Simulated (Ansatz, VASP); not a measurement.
**Two plane-wave programs on BAs**

File POSCAR:

```
BAs
1.0
    0.0000000000      2.3918676041      2.4397049562
    2.3918676041      0.0000000000      2.4397049562
    2.3918676041      2.3918676041      0.0000000000
B As
1 1
Direct
    0.0000000000      0.0000000000      0.0000000000
    0.2500000000      0.2500000000      0.2500000000
```

File INCAR.step1:

```
PREC = Accurate
ENCUT = 520
ISMEAR = 0
SIGMA = 0.01
LREAL = False
LASPH = True
NELM = 100
NBANDS = 11
GGA = PE
ALGO = Normal
EDIFF = 1E-4
LWAVE = True
LCHARG = False
```

Contents of INCAR.step2:

```
PREC = Accurate
ENCUT = 520
EDIFF = 1E-6
ISMEAR = 0
SIGMA = 0.01
LREAL = False
LASPH = True
NELM = 100
ALGO = Normal
ISIF = 2
LWAVE = False
LCHARG = True
METAGGA = R2SCAN
LMIXTAU = True
LELF = True
LVHAR = True
NBANDS = 11
ISTART = 1
```

The input KPOINTS:

```
regular mesh
0
Gamma
  10 10 10
```

Input for Ansatz:

```yaml
crystal:
  lattice:
    - [0.0, 2.3918676041, 2.4397049562]
    - [2.3918676041, 0.0, 2.4397049562]
    - [2.3918676041, 2.3918676041, 0.0]
  atoms:
    - { symbol: B, position: [0.0, 0.0, 0.0] }
    - { symbol: As, position: [0.25, 0.25, 0.25] }
kpoints:
  mp_grid: { grid: [10, 10, 10] }
  band_path:
    path:
      - [0.0, 0.0, 0.0]
      - [-0.5, -0.5, 0.0]
      - [-0.375, -0.375, 0.25]
      - [-0.375, 0.0, 0.375]
      - [0.0, 0.0, 0.5]
      - [-0.5, -0.25, 0.25]
      - [0.0, 0.398438, 0.398437]
    npoints: 1
hamiltonian:
  xc: r2scan
scf:
  occupations: { method: fixed }
  n_extra_bands: 4
output:
  forces: true
  stress: true
  eigenvalues: true
```

Change from the starting cell: uniaxial_z strain +2.0%.

Alike in both runs: task single point; functional r2SCAN; k mesh 10 × 10 × 10; no spin polarisation.

|  | VASP | Ansatz |
| --- | --- | --- |
| version | VASP 6.6.1 | Ansatz 0.2.0 |
| potentials or method | VASP PAW PBE potentials, release 64 (B, As) | plane waves, PAW |
| plane-wave cutoff (eV) | 520 | 500 |
| occupations | gaussian, width 0.01 eV | fixed |
| valence electrons in the cell | 8 | 18 |

```tsv
	VASP	Ansatz	Ansatz less VASP
gap on the k mesh at the Fermi level (eV)	1.24	1.24	-0.001
pressure (GPa)	-2.5	-2.7	-0.20
traceless stress, the component that is largest in VASP (GPa)	-2.96	-2.97	-0.003
```

VASP's potentials were made for PBE, not for r2SCAN. VASP's potentials hold 8 valence electrons a cell and Ansatz's 18, so a difference there can come from the potentials and not from the codes.
